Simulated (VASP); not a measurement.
MgF2 (Sellaite), 6 atoms in the cell. It takes space group P4_2/mnm (No. 136, tetragonal). The conventional cell has a = 4.698 Å, b = 4.698 Å, c = 3.093 Å, α = 90.00°, β = 90.00°, γ = 90.00°. Mg (site symmetry mmm) has 6 F at 2.02 Å within 2.7 Å. F (site symmetry m2m) has 3 Mg at 2.02 Å and 1 F at 2.61 Å within 2.7 Å. 

| Property | Result |
| --- | --- |
| Program | VASP 6.6.1 |
| Task | single point |
| Functional | PBE |
| Potentials or basis | VASP PAW PBE potentials, release 64 (Mg, F) |
| Cutoff | 520 eV |
| k mesh | 6 × 6 × 8 |
| Occupations | gaussian, width 0.02 eV |
| Spin | no spin polarisation |
| Dipole correction | no |
| Further INCAR settings | ALGO = Normal; EDIFF = 1e-07; NBANDS = 25 |

Potentials or basis: VASP PAW PBE potentials, release 64 (Mg, F).

Command:

```sh
$ cat potpaw_PBE.64/Mg/POTCAR potpaw_PBE.64/F/POTCAR > POTCAR
$ mpirun -np 1 vasp_std > vasp.out
```

Hardware: 1 thread of Intel(R) Xeon(R) 6975P-C (Granite Rapids), with other jobs on the host.

Q: Estimate the wall time of this run.

A: It took 26 s on 1 thread of Intel(R) Xeon(R) 6975P-C (Granite Rapids), with other jobs on the host, peak memory 0.21 GiB. Counts: scf iterations 13, k points 50.
